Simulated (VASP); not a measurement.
# CdF2 (Fm-3m) in VASP: a series of runs, part 3 of 3

VASP 6.6.1.

**5. Single point, r2SCAN**

This run uses another cell than the first one, of 12.27 Å³/atom.

File POSCAR:

```
CdF2
1.0
    0.0000000000      2.6399178644      2.6399178644
    2.6399178644      0.0000000000      2.6399178644
    2.6399178644      2.6399178644      0.0000000000
Cd F
1 2
Direct
    0.0000000000      0.0000000000      0.0000000000
    0.2500000000      0.2500000000      0.2500000000
    0.7500000000      0.7500000000      0.7500000000
```

File INCAR.step1:

```
SYSTEM = CdF2
PREC = Accurate ; ENCUT = 520
ISMEAR = 0 ; SIGMA = 0.02
LREAL = .FALSE. ; LASPH = .TRUE.
NELM = 60 ; NBANDS = 20
GGA = PE ; ALGO = Normal
EDIFF = 1E-4 ; LWAVE = .TRUE.
LCHARG = .FALSE.
```

File INCAR.step2:

```
SYSTEM = CdF2
PREC = Accurate ; ENCUT = 520
EDIFF = 1E-6 ; ISMEAR = 0
SIGMA = 0.02 ; LREAL = .FALSE.
LASPH = .TRUE. ; NELM = 60
ALGO = Normal ; ISIF = 2
LWAVE = .FALSE. ; LCHARG = .FALSE.
METAGGA = R2SCAN ; LMIXTAU = .TRUE.
NBANDS = 20 ; ISTART = 1
```

File KPOINTS:

```
Automatic mesh
0
G
  8 8 8
  0 0 0
```

Potentials or basis: VASP PAW PBE potentials, release 64 (Cd, F).

Started as:

```sh
> cat potpaw_PBE.64/Cd/POTCAR potpaw_PBE.64/F/POTCAR > POTCAR
> cp INCAR.step1 INCAR
> mpirun -np 1 vasp_std > vasp.out
> cp INCAR.step2 INCAR
> mpirun -np 1 vasp_std > vasp.out
```

OUTCAR:

```text
SYSTEM = CdF2
   PREC = Accurate
   ENCUT = 520
   EDIFF = 1E-6
   ISMEAR = 0
   LREAL = .FALSE.
   LASPH = .TRUE.
   NELM = 60
   ISIF = 2
   METAGGA = R2SCAN
   ISTART = 1

 ion  position               nearest neighbor table
   1  0.000  0.000  0.000-   3 2.29   3 2.29   3 2.29   2 2.29   3 2.29   2 2.29   2 2.29   2 2.29

   2  0.250  0.250  0.250-   1 2.29   1 2.29   1 2.29   1 2.29
   3  0.750  0.750  0.750-   1 2.29   1 2.29   1 2.29   1 2.29

  LATTYP: Found a face centered cubic cell.
 ALAT       =     5.2798357288

  Lattice vectors:

 A1 = (   0.0000000000,   2.6399178644,   2.6399178644)
 A2 = (   2.6399178644,   0.0000000000,   2.6399178644)
 A3 = (   2.6399178644,   2.6399178644,   0.0000000000)

Analysis of symmetry for initial positions (statically):
=====================================================================
 Subroutine PRICEL returns:
 Original cell was already a primitive cell.

 Routine SETGRP: Setting up the symmetry group for a
 face centered cubic supercell.

 Subroutine GETGRP returns: Found 48 space group operations
 (whereof 48 operations were pure point group operations)
 out of a pool of 48 trial point group operations.

The static configuration has the point symmetry O_h .

Analysis of symmetry for dynamics (positions and initial velocities):
=====================================================================
 Subroutine PRICEL returns:
 Original cell was already a primitive cell.

 Routine SETGRP: Setting up the symmetry group for a
 face centered cubic supercell.

 Subroutine GETGRP returns: Found 48 space group operations
 (whereof 48 operations were pure point group operations)
 out of a pool of 48 trial point group operations.

The dynamic configuration has the point symmetry O_h .

 Subroutine INISYM returns: Found 48 space group operations
 (whereof 48 operations are pure point group operations),
 and found     1 'primitive' translations

----------------------------------------------------------------------------------------

                                     Primitive cell

  volume of cell :      36.7961

  direct lattice vectors                    reciprocal lattice vectors
     0.000000000  2.639917864  2.639917864    -0.189399832  0.189399832  0.189399832
     2.639917864  0.000000000  2.639917864     0.189399832 -0.189399832  0.189399832
     2.639917864  2.639917864  0.000000000     0.189399832  0.189399832 -0.189399832

  length of vectors
     3.733407647  3.733407647  3.733407647     0.328050132  0.328050132  0.328050132

  position of ions in fractional coordinates (direct lattice)
     0.000000000  0.000000000  0.000000000
     0.250000000  0.250000000  0.250000000
     0.750000000  0.750000000  0.750000000

  ion indices of the primitive-cell ions
   primitive index   ion index
                 1           1
                 2           2
                 3           3

----------------------------------------------------------------------------------------

 KPOINTS: Automatic mesh

Automatic generation of k-mesh.
 Grid dimensions read from file:
 generate k-points for:    8    8    8

 Generating k-lattice:

  Cartesian coordinates                     Fractional coordinates (reciprocal lattice)
    -0.023674979  0.023674979  0.023674979     0.125000000  0.000000000  0.000000000
     0.023674979 -0.023674979  0.023674979     0.000000000  0.125000000  0.000000000
     0.023674979  0.023674979 -0.023674979     0.000000000  0.000000000  0.125000000

  Length of vectors
     0.041006266  0.041006266  0.041006266

  Shift w.r.t. Gamma in fractional coordinates (k-lattice)
     0.000000000  0.000000000  0.000000000

 Subroutine IBZKPT returns following result:
 ===========================================

 Found     29 irreducible k-points:

 Following reciprocal coordinates:
            Coordinates               Weight
  0.000000  0.000000  0.000000      1.000000
  0.125000  0.000000  0.000000      8.000000
  0.250000  0.000000  0.000000      8.000000
  0.375000  0.000000  0.000000      8.000000
  0.500000  0.000000  0.000000      4.000000
  0.125000  0.125000  0.000000      6.000000
[... 16 lines left out ...]
  0.500000  0.250000  0.125000     48.000000
 -0.375000  0.250000  0.125000     24.000000
 [... further k-points ...]
   k-points           NKPTS =     29   k-points in BZ     NKDIM =     29   number of bands    NBANDS=     20
   number of dos      NEDOS =    301   number of ions     NIONS =      3
   total plane-waves  NPLWV =  21952
   dimension x,y,z NGX =    28 NGY =   28 NGZ =   28
   dimension x,y,z NGXF=    56 NGYF=   56 NGZF=   56
   ions per type =               1   2
   NGX,Y,Z   is equivalent  to a cutoff of  12.47, 12.47, 12.47 a.u.
   NGXF,Y,Z  is equivalent  to a cutoff of  24.94, 24.94, 24.94 a.u.
 SYSTEM =  CdF2
   PREC   = accura    normal or accurate (medium, high low for compatibility)
   ISTART =      1    job   : 0-new  1-cont  2-samecut
   ICHARG =      0    charge: 1-file 2-atom 10-const
   ISPIN  =      1    spin polarized calculation?
   LNONCOLLINEAR =      F non collinear calculations
   LSORBIT =      F    spin-orbit coupling
   LASPH  =      T    aspherical Exc in radial PAW
   ENCUT  =  520.0 eV  38.22 Ry    6.18 a.u.   6.94  6.94  6.94*2*pi/ulx,y,z
   NELM   =     60;   NELMIN=  2; NELMDL=  0     # of ELM steps
   EDIFF  = 0.1E-05   stopping-criterion for ELM
   LREAL  =      F    real-space projection
   EDIFFG = 0.1E-04   stopping-criterion for IOM
   NSW    =      0    number of steps for IOM
   IBRION =     -1    ionic relax: 0-MD 1-quasi-New 2-CG
   NFREE  =      0    steps in history (QN), initial steepest desc. (CG)
   ISIF   =      2    stress and relaxation
   ISYM   =      2    0-nonsym 1-usesym 2-fastsym
   POTIM  = 0.5000    time-step for ionic-motion
   TEBEG  =    0.0;   TEEND  =   0.0 temperature during run
   PSTRESS=    0.0 pullay stress
   NELECT =      26.0000    total number of electrons
   NUPDOWN=      -1.0000    fix difference up-down
   EMIN   =  10.00;   EMAX   =-10.00  energy-range for DOS
   EFERMI =   0.00;   METHOD = LEGACY
   ISMEAR =     0;   SIGMA  =   0.02  broadening in eV -4-tet -1-fermi 0-gaus
   EFERMI_NEDOS =   21; number of points for ismear=-14 and -15
   IALGO  =     38    algorithm
   IMIX   =      4    mixing-type and parameters
     AMIX     =   0.40;   BMIX     =  1.00
     AMIX_MAG =   1.60;   BMIX_MAG =  1.00
  volume/ion in A,a.u.               =      12.27        82.77
  Fermi-wavevector in a.u.,A,eV,Ry     =   1.458139  2.755483 28.928282  2.126169
  Thomas-Fermi vector in A             =   2.574858
   LORBIT       =      0    0 simple, 1 ext, 2 COOP (PROOUT), +10 PAW based schemes
   METAGGA = R2SCAN    functional components
   LHFCALC =     F    Hartree Fock is set to
   AEXX    =    0.0000 exact exchange contribution
   IVDW    =     0    specifies the selected vdW correction
   LEPSILON=     F    determine dielectric tensor
   LRPA    =     F    only Hartree local field effects (RPA)
 non-spin polarized calculation
 Gauss-broadening in eV      SIGMA  =   0.02
  energy-cutoff  :      520.00
  volume of cell :       36.80
 maximum number of plane-waves:      1002
   NGX = 13   NGY = 13   NGZ = 13

 number of electron      26.0000022 magnetization

 Free energy of the ion-electron system (eV)
  ---------------------------------------------------
  ext. energy  EPLUGINS =         0.00000000
  ---------------------------------------------------
  free energy    TOTEN  =       -33.64256283 eV

  energy without entropy =      -33.64256283  energy(sigma->0) =      -33.64256283

 E-fermi :  -1.1947     XC(G=0): -11.4078

 val. band max:       -1.3859165188   @ k =  -0.2500   0.5000   0.2500
 cond. band min:       2.5852089988   @ k =   0.0000   0.0000   0.0000
 fundamental gap:      3.9711255176
 Fermi energy:        -1.1947211826

 k-point     1 :       0.0000    0.0000    0.0000
  band No.  band energies     occupation
      1     -23.6926      2.00000
      2     -22.4488      2.00000
      3      -7.2434      2.00000
      4      -7.2434      2.00000
      5      -7.2434      2.00000
      6      -5.7051      2.00000
[... 12 lines left out ...]
     19      19.9424      0.00000
[... 513 lines left out ...]
      4      -6.5592      2.00000
      5      -5.8383      2.00000
      6      -5.7778      2.00000
[... 12 lines left out ...]
     19      18.5784      0.00000
     20      22.5756      0.00000

 [... further k-points ...]

------------------------ aborting loop because EDIFF is reached ----------------------------------------

  FORCE on cell =-STRESS in cart. coord.  units (eV):
  Direction    XX          YY          ZZ          XY          YZ          ZX
  --------------------------------------------------------------------------------------
  -------------------------------------------------------------------------------------
  Total        2.1613970      2.1613970      2.1613970     -0.0000000     -0.0000000     -0.0000000
  in kB       94.1117583     94.1117583     94.1117583     -0.0000000     -0.0000000     -0.0000000
  external PRESSURE =      94.1117583 kB  Pullay stress =       0.0000000 kB

 VOLUME and BASIS-vectors are now :
 -----------------------------------------------------------------------------
  energy-cutoff  :      520.00
  volume of cell :       36.80
      direct lattice vectors                 reciprocal lattice vectors
     0.000000000  2.639917864  2.639917864    -0.189399832  0.189399832  0.189399832
     2.639917864  0.000000000  2.639917864     0.189399832 -0.189399832  0.189399832
     2.639917864  2.639917864  0.000000000     0.189399832  0.189399832 -0.189399832

 POSITION                                       TOTAL-FORCE (eV/Angst)
 -----------------------------------------------------------------------------------
      0.00000      0.00000      0.00000         0.000000      0.000000      0.000000
      1.31996      1.31996      1.31996        -0.000000     -0.000000     -0.000000
      3.95988      3.95988      3.95988         0.000000     -0.000000      0.000000
 -----------------------------------------------------------------------------------
    total drift:                                0.000000      0.000000      0.000000

  FREE ENERGIE OF THE ION-ELECTRON SYSTEM (eV)
  ---------------------------------------------------
  free  energy   TOTEN  =       -33.6425628255 eV

  energy  without entropy=      -33.6425628255  energy(sigma->0) =      -33.64256283
```

It took 89 s on 1 thread of Intel Xeon 8259CL, shared host; peak memory 0.17 GiB.

What came out:

| Quantity | Value |
| --- | --- |
| Free energy | -33.6426 eV |
| Pressure | 9.4 GPa |
| Band gap on the k mesh | 3.97 eV (least direct gap 4.38 eV) |

Levels at points of the mesh, in eV from the valence-band top:
| k point | band 9 | band 10 | band 11 | band 12 | band 13 | band 14 | band 15 | band 16 | band 17 | band 18 |
| --- | --- | --- | --- | --- | --- | --- | --- | --- | --- | --- |
| (0.00, 0.00, 0.00) | -1.16 | -1.16 | -0.41 | -0.41 | -0.41 | 3.97 | 13.91 | 13.91 | 13.91 | 18.50 |
| (0.50, 0.00, 0.00) | -2.58 | -2.10 | -2.10 | -0.35 | -0.35 | 8.48 | 9.89 | 16.17 | 16.17 | 19.41 |
| (0.50, 0.50, 0.00) | -3.32 | -3.10 | -0.65 | -0.10 | -0.10 | 9.40 | 10.91 | 12.32 | 15.88 | 15.88 |

Caveat: the cell stands under pressure; the PAW data sets were made with another functional, which shifts forces and pressure a little.

**6. Single point, r2SCAN**

This run uses another cell than the first one, of 12.27 Å³/atom.

POSCAR is that of step 5.

File INCAR.step1:

```
  PREC = Accurate
  ENCUT = 520
  ISMEAR = 0
  SIGMA = 0.02
  LREAL = False
  LASPH = True
  NELM = 100
  NBANDS = 20
  GGA = PE
  ALGO = Normal
  EDIFF = 1E-4
  LWAVE = True
  LCHARG = False
```

File INCAR.step2:

```
  PREC = Accurate
  ENCUT = 520
  EDIFF = 1E-6
  ISMEAR = 0
  SIGMA = 0.02
  LREAL = False
  LASPH = True
  NELM = 100
  ALGO = Normal
  ISIF = 2
  LWAVE = False
  LCHARG = False
  METAGGA = R2SCAN
  LMIXTAU = True
  NBANDS = 20
  ISTART = 1
```

File KPOINTS:

```
regular mesh
0
Gamma
  8 8 8
```

Potentials or basis: VASP PAW PBE potentials, release 64 (Cd, F).

Started as:

```sh
> cat potpaw_PBE.64/Cd/POTCAR potpaw_PBE.64/F/POTCAR > POTCAR
> cp INCAR.step1 INCAR
> mpirun -np 1 vasp_std > vasp.out
> cp INCAR.step2 INCAR
> mpirun -np 1 vasp_std > vasp.out
```

Run time: 89 s. Hardware: 1 thread of Intel Xeon 8259CL, shared host; peak memory 0.17 GiB.

It converged, with:

| Quantity | Value |
| --- | --- |
| Free energy | -33.6426 eV |
| Pressure | 9.4 GPa |
| Band gap on the k mesh | 3.97 eV (least direct gap 4.38 eV) |

Levels at points of the mesh, in eV from the valence-band top:
| k point | band 10 | band 11 | band 12 | band 13 | band 14 | band 15 | band 16 | band 17 |
| --- | --- | --- | --- | --- | --- | --- | --- | --- |
| (0.00, 0.00, 0.00) | -1.16 | -0.41 | -0.41 | -0.41 | 3.97 | 13.91 | 13.91 | 13.91 |
| (0.50, 0.00, 0.00) | -2.10 | -2.10 | -0.35 | -0.35 | 8.48 | 9.89 | 16.17 | 16.17 |
| (0.50, 0.50, 0.00) | -3.10 | -0.65 | -0.10 | -0.10 | 9.40 | 10.91 | 12.32 | 15.88 |

Caveat: the cell stands under pressure; the PAW data sets were made with another functional, which shifts forces and pressure a little. A k mesh can miss the band edges.

**7. The runs side by side**

| cell | gap on the mesh (eV) | pressure (GPa) |
| --- | --- | --- |
| a = 3.595 Å, angles 60.0°, 3 atoms | 4.38 | 32.6 |
| a = 3.681 Å, angles 60.0°, 3 atoms | 4.12 | 16.8 |
| a = 3.733 Å, angles 60.0°, 3 atoms | 3.97 | 9.4 |

Alike in all rows: task single point; level r2SCAN; potentials or basis VASP PAW PBE potentials, release 64 (Cd, F); no spin polarisation; k mesh 8 × 8 × 8; cutoff (eV) 520; smearing gaussian 0.02 eV.

Caveats: the cell stands under pressure; the PAW data sets were made with another functional, which shifts forces and pressure a little.

Absolute energies hang on the potentials; compare differences alone.
